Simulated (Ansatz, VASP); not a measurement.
# Two plane-wave programs on CaSe

```
Ca Se
1.0
     0.00000    3.29408    3.29408
     3.29408    0.00000    3.29408
     3.29408    3.29408    0.00000
Ca Se
1 1
Direct
  0.00000 0.00000 0.00000
  0.25000 0.25000 0.25000
```

Alike in both runs: functional PBE; k mesh 6 × 6 × 6; occupations gaussian, width 0.02 eV; no spin polarisation.

Ansatz relaxed the structure, and its values are those at the end. VASP's run is a single point on that final structure, the one shown.

|  | VASP | Ansatz |
| --- | --- | --- |
| version | VASP 6.6.1 | Ansatz 0.2.0 |
| potentials or method | VASP PAW PBE potentials, release 64 (Ca_sv, Se), cutoff 520 eV | scalar-relativistic, plane waves, PAW |
| valence electrons in the cell | 16 | 26 |

|  | VASP | Ansatz | Ansatz less VASP |
| --- | --- | --- | --- |
| gap on the k mesh at the Fermi level (eV) | 3.17 | 3.17 | +0.001 |
| least direct gap on the mesh (eV) | 3.25 | 3.25 | 0.000 |
| pressure (GPa) | 0.1 | 0.0 | -0.10 |

VASP's potentials hold 16 valence electrons a cell and Ansatz's 26, so a difference there can come from the potentials and not from the codes.
